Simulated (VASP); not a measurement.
# Ba3MgB2O: single point with PBE

The system is Ba3MgB2O.

```
Ba Mg B O
1.0
     2.92558    1.68909    4.75709
    -2.92558    1.68909    4.75709
     0.00000   -3.37817    4.75709
Ba Mg B O
3 1 2 1
Direct
  0.50000 0.50000 0.00000
  0.00000 0.50000 0.50000
  0.50000 0.00000 0.50000
  0.00000 0.00000 0.00000
  0.78173 0.78173 0.78173
  0.21827 0.21827 0.21827
  0.50000 0.50000 0.50000
```

The cell was built from a structure type or drawn by symmetry, and may not be a known phase.

```json
{"Program": "VASP 6.6.1", "Task": "single point", "Functional": "PBE", "Potentials or basis": "VASP PAW PBE potentials, release 64 (Ba_sv, Mg, B, O)", "Cutoff": "520 eV", "k mesh": "6 × 6 × 6", "Occupations": "gaussian, width 0.1 eV", "Spin": "no spin polarisation"}
```

| Quantity | Value |
| --- | --- |
| Pressure | 27.0 GPa |
| Largest force | 4.214 eV/Å |
| Band gap on the k mesh | zero (bands 22 and 23 overlap by 0.55 eV) |

Forces in eV/Å, atoms in the order of the input:
```
Ba   0.000  0.000  0.000
Ba   0.000  0.000  0.000
Ba   0.000  0.000  0.000
Mg   0.000  0.000  0.000
B    0.000  0.000  4.214
B    0.000  0.000 -4.214
O    0.000  0.000  0.000
```

Stress tensor (GPa, compression positive):
```
44.20  0.00  0.00
 0.00 44.20  0.00
 0.00  0.00 -7.47
```

Levels at points of the mesh, in eV from the Fermi level:
| k point | band 20 | band 21 | band 22 | band 23 | band 24 | band 25 |
| --- | --- | --- | --- | --- | --- | --- |
| (0.00, 0.00, 0.00) | -1.02 | -1.02 | -0.99 | 0.13 | 0.13 | 0.43 |
| (0.50, 0.00, 0.00) | -1.01 | -0.57 | -0.15 | 0.21 | 0.57 | 1.28 |
| (0.50, 0.50, 0.00) | -0.84 | -0.68 | -0.66 | -0.48 | 0.75 | 2.01 |
| (0.50, 0.50, 0.50) | -1.26 | -0.99 | -0.99 | 0.45 | 0.45 | 1.33 |

It took 4.3 min on 1 thread of Intel Xeon 8259CL, with other jobs on the host, peak memory 0.41 GiB.

Caveat: the cell stands under pressure; spin-orbit coupling is left out, which moves the levels of the heavy elements; forces of over 1 eV/Å act on the atoms, so gaps and moduli don't describe the material at rest.
